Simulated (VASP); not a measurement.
FePt: single point with LDA

Crystal: FePt.

```
Fe Pt
1.0
     2.65780    0.00000    0.00000
     0.00000    2.65780    0.00000
     0.00000    0.00000    3.68562
Fe Pt
1 1
Cartesian
  0.0000 0.0000 0.0000
  1.3289 1.3289 1.8428
```

- Program: VASP 6.6.1
- Task: single point
- Functional: LDA
- Potentials or basis: VASP PAW LDA potentials, release 64 (Fe, Pt)
- Cutoff: 520 eV
- k mesh: 14 × 14 × 10
- Occupations: fermi-dirac, width 0.05 eV
- Spin: collinear spin, ferromagnetic start
- Starting moments: [2.7, 0.4] μB

```json
{
 "Pressure": "-0.3 GPa",
 "Net moment": "3.02 μB per cell",
 "Site moments": "Fe +2.65; Pt +0.31 μB",
 "Valence electrons inside the program's atomic spheres": "Fe 7.14; Pt 9.57"
}
```

Stress tensor (GPa, compression positive):
```
-0.38  0.00  0.00
 0.00 -0.38  0.00
 0.00  0.00 -0.17
```

Levels at points of the mesh, in eV from the Fermi level:
Spin up:
```csv
k point,band 9,band 10,band 11,band 12,band 13,band 14
"(0.00, 0.00, 0.00)",-0.29,-0.06,-0.06,2.14,10.31,12.25
"(0.50, 0.00, 0.00)",-1.77,-1.63,0.66,2.43,10.76,10.97
"(0.50, 0.50, 0.00)",-0.12,0.82,1.76,1.76,8.47,11.02
"(0.00, 0.00, 0.50)",-1.96,-1.96,-1.36,-0.73,15.89,16.23
"(0.50, 0.00, 0.50)",-0.57,-0.54,-0.22,-0.13,5.33,7.47
"(0.50, 0.50, 0.50)",-0.56,0.83,7.27,7.27,8.31,8.95
```
Spin down:
| k point | band 6 | band 7 | band 8 | band 9 | band 10 | band 11 |
| --- | --- | --- | --- | --- | --- | --- |
| (0.00, 0.00, 0.00) | -0.98 | -0.74 | 0.36 | 1.56 | 1.73 | 1.73 |
| (0.50, 0.00, 0.00) | -1.42 | -1.41 | -1.16 | 0.29 | 0.63 | 2.70 |
| (0.50, 0.50, 0.00) | 1.22 | 1.55 | 1.78 | 1.78 | 1.86 | 2.04 |
| (0.00, 0.00, 0.50) | -1.97 | -1.60 | -0.52 | -0.16 | 0.36 | 0.36 |
| (0.50, 0.00, 0.50) | -0.68 | -0.38 | -0.34 | 0.98 | 1.48 | 1.53 |
| (0.50, 0.50, 0.50) | -1.55 | -1.55 | 0.52 | 1.09 | 1.86 | 8.00 |

Run time: 4.9 min on 1 thread of Intel Xeon 8259CL, with other jobs on the host, peak memory 0.28 GiB.

Caveat: spin-orbit coupling is left out, which moves the levels of the heavy elements.
